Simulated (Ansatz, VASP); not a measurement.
## One calculation of C, two programs

```xyz
2
Lattice="2.5058 0.0000 0.0000 -1.2529 2.1701 0.0000 0.0000 0.0000 3.6316" Properties=species:S:1:pos:R:3 pbc="T T T"
C     0.0000    1.4671    0.0000
C     1.2529    0.7030    0.0000
```

Change from the starting cell: mode 6 frozen in at +0.020 Å, equal normal strain along x, y and z +0.0167.

Alike in both runs: task single point; functional PBE; dispersion D3(BJ); k mesh 21 × 21 × 12; occupations gaussian, width 0.15 eV; no spin polarisation.

|  | VASP | Ansatz |
| --- | --- | --- |
| version | VASP 6.6.1 | Ansatz 0.2.0 |
| potentials or method | VASP PAW PBE potentials, release 64 (C), cutoff 520 eV | scalar-relativistic, plane waves, PAW |
| valence electrons in the cell | 8 | 8 |

```tsv
	VASP	Ansatz	Ansatz less VASP
gap on the k mesh at the Fermi level (eV)	none	none	-
pressure (GPa)	-11.3	-11.7	-0.37
traceless stress, the component that is largest in VASP (GPa)	10.98	11.43	+0.445
rms of the force components (eV/Å)	1.170	1.166	-0.0037
```

Atom by atom the forces differ by 0.004 eV/Å (rms over components). A gap of «none» marks a metal or a gap that the smearing closes.
